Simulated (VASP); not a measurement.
The system is SbMo.

```
CELL_PARAMETERS angstrom
0.00000 3.06263 3.06263
3.06263 0.00000 3.06263
3.06263 3.06263 0.00000
ATOMIC_POSITIONS crystal
Mo 0.00000 0.00000 0.00000
Sb 0.25000 0.25000 0.25000
```

Base run:

* Program: VASP 6.6.1
* Functional: PBEsol
* Potentials or basis: VASP PAW PBE potentials, release 64 (Mo_sv, Sb)
* Cutoff: 520 eV
* k mesh: 10 × 10 × 10
* Occupations: gaussian, width 0.05 eV
* Spin: no spin polarisation

Its results: pressure -3.1 GPa.

Question: The run is repeated on the same cell with these changes: functional from PBEsol to PBE. What comes out?

Answer: Pressure 0.0 GPa.

PBE binds less tightly than PBEsol, so the same cell stands under more pressure.

Caveats: the PAW data sets were made with another functional, which shifts forces and pressure a little (some runs).
